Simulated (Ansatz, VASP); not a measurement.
Two plane-wave programs on ZnS

```xyz
12
Lattice="3.8120 0.0000 0.0000 -1.9060 3.3013 0.0000 0.0000 0.0000 18.6900" Properties=species:S:1:pos:R:3 pbc="T T T"
Zn    0.0000    2.2009   15.5749
Zn    1.9060    1.1004    6.2299
Zn    1.9060    1.1004   12.4601
Zn    0.0000    2.2009    3.1151
Zn    0.0000    0.0000    9.3450
Zn    0.0000    0.0000    0.0000
S     0.0000    2.2009   17.9112
S     1.9060    1.1004    8.5662
S     1.9060    1.1004   14.7963
S     0.0000    2.2009    5.4513
S     0.0000    0.0000   11.6812
S     0.0000    0.0000    2.3362
```

Alike in both runs: task relaxation of cell and atoms; functional LDA; k mesh 8 × 8 × 2; occupations fermi-dirac, width 0.05 eV; no spin polarisation.

```csv
,VASP,Ansatz
version,VASP 6.6.1,Ansatz 0.2.0
potentials or method,"VASP PAW LDA potentials, release 64 (Zn, S)",Ansatz PAW
plane-wave cutoff (eV),600,420
valence electrons in the cell,108,108
```

Ansatz gave:

- gap on the k mesh at the Fermi level, each at its own relaxed structure (eV): 2.15
- relaxed volume (Å³/atom): 18.58
- relaxed cell length with the largest relative difference (Å): 3.743

What did VASP give for the same quantities?

gap on the k mesh at the Fermi level, each at its own relaxed structure (eV): 2.17; relaxed volume (Å³/atom): 18.63; relaxed cell length with the largest relative difference (Å): 3.747.

LDA's correlation is that of Perdew and Zunger in VASP and of Perdew and Wang (1992) in Ansatz.

Noted on Ansatz's run: the plane-wave basis is chosen anew once the cell has moved, so the energies of steps on either side of that aren't comparable.
